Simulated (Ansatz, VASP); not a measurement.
## One calculation of Zn, two programs

```
Zn
1.0
     2.61873    0.00000    0.00000
    -1.30936    2.26788    0.00000
     0.00000    0.00000    4.83890
Zn
2
Cartesian
  0.0000 1.5119 1.2097
  1.3094 0.7560 3.6292
```

Alike in both runs: task single point; functional r2SCAN; k mesh 4 × 4 × 2; occupations fermi-dirac, width 0.1 eV; no spin polarisation.

|  | VASP | Ansatz |
| --- | --- | --- |
| version | VASP 6.6.1 | Ansatz 0.2.0 |
| potentials or method | VASP PAW PBE potentials, release 64 (Zn), cutoff 520 eV | plane waves (500 eV) with PAW, scalar-relativistic |
| valence electrons in the cell | 24 | 24 |

```csv
,VASP,Ansatz,Ansatz less VASP
pressure (GPa),-0.7,-1.2,-0.51
"traceless stress, the component that is largest in VASP (GPa)",5.87,5.97,+0.094
```

VASP's potentials were made for PBE, not for r2SCAN.

The k mesh is coarse, so the values compare programs but aren't converged.
